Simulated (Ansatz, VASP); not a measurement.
# Pt in VASP and in Ansatz

INCAR

```
PREC = Accurate
ENCUT = 520
EDIFF = 1E-7
ISMEAR = 0
SIGMA = 0.15
LREAL = F
LASPH = T
NELM = 100
ALGO = Normal
ISIF = 2
LWAVE = F
LCHARG = T
GGA = PE
LELF = T
LVHAR = T
NBANDS = 11
```

The input KPOINTS:

```
Automatic mesh
0
Gamma
  22 22 22
```

POSCAR

```
Pt
1.0
    0.0000000000      2.2270792147      1.5137457422
    2.2270792147      0.0000000000      1.5137457422
    2.2270792147      2.2270792147      0.0000000000
Pt
1
Direct
    0.0000000000      0.0000000000      0.0000000000
```

Input for Ansatz:

```yaml
crystal:
  lattice:
    - [0.0, 2.2270792147, 1.5137457422]
    - [2.2270792147, 0.0, 1.5137457422]
    - [2.2270792147, 2.2270792147, 0.0]
  atoms:
    - { symbol: Pt, position: [0.0, 0.0, 0.0] }
basis:
  ecutwfc: 420
kpoints:
  mp_grid: { grid: [22, 22, 22] }
hamiltonian:
  xc: pbe
  pseudopotentials: { kind: paw, azcp: { folder: soft_1 } }
scf:
  occupations: { method: gaussian, width: 0.15 }
output:
  forces: true
  stress: true
  eigenvalues: true
```

Alike in both runs: task single point; functional PBE; k mesh 22 × 22 × 22; occupations gaussian, width 0.15 eV; no spin polarisation.

|  | VASP | Ansatz |
| --- | --- | --- |
| version | VASP 6.6.1 | Ansatz 0.2.0 |
| potentials or method | VASP PAW PBE potentials, release 64 (Pt), cutoff 520 eV | scalar-relativistic, plane waves, PAW |
| valence electrons in the cell | 10 | 18 |

Ansatz gave:

| Property | Result |
| --- | --- |
| gap on the k mesh at the Fermi level (eV) | none |
| pressure (GPa) | 14.5 |
| traceless stress, the component that is largest in VASP (GPa) | -2.94 |

Question: Which values does VASP return?

Answer: gap on the k mesh at the Fermi level (eV): none; pressure (GPa): 14.0; traceless stress, the component that is largest in VASP (GPa): -2.92.

A gap of «none» marks a metal or a gap that the smearing closes. With one functional, cell and mesh, what is left measures potentials, basis and numerics. VASP's potentials hold 10 valence electrons a cell and Ansatz's 18, so a difference there can come from the potentials and not from the codes.

Neither program's run includes spin-orbit coupling.
